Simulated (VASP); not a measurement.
Input of a VASP 6.6.1 run:

Contents of INCAR:

```
SYSTEM = GaAs
PREC = Accurate ; ENCUT = 520
EDIFF = 1E-7 ; ISMEAR = 0
SIGMA = 0.05 ; LREAL = .False.
LASPH = .True. ; NELM = 100
ALGO = Fast ; ISIF = 2
LWAVE = .False. ; LCHARG = .False.
LDIPOL = .True. ; IDIPOL = 3
DIPOL = 0.5 0.5 0.500 ; GGA = PS
IBRION = 2 ; NSW = 90
EDIFFG = -0.03
```

File KPOINTS:

```
Automatic mesh
0
Gamma
  7 7 1
  0 0 0
```

Contents of POSCAR:

```
GaAs
1.0
    4.0010046536      0.0000000000      0.0000000000
    0.0000000000      4.0010046536      0.0000000000
    0.0000000000      0.0000000000     24.0728438053
As Ga
3 3
Selective dynamics
Direct
    0.0000000000      0.5000000000      0.3530949675  F F F
    0.5000000000      0.0000000000      0.4706189935  F F F
    0.0000000000      0.5000000000      0.5881430195  T T T
    0.5000000000      0.5000000000      0.4118569805  F F F
    0.0000000000      0.0000000000      0.5293810065  T T T
    0.5000000000      0.5000000000      0.6469050325  T T T
```

Potentials or basis: VASP PAW PBE potentials, release 64 (As, Ga_d).

Run with:

```console
$ cat potpaw_PBE.64/As/POTCAR potpaw_PBE.64/Ga_d/POTCAR > POTCAR
$ mpirun -np 1 vasp_std > vasp.out
```

(1) Estimate the band gap on the k mesh.

(2) What does it give for the energy gained by relaxing?

Answers

(1) zero (bands 27 and 28 overlap by 0.67 eV).

(2) 2.8 meV/atom.
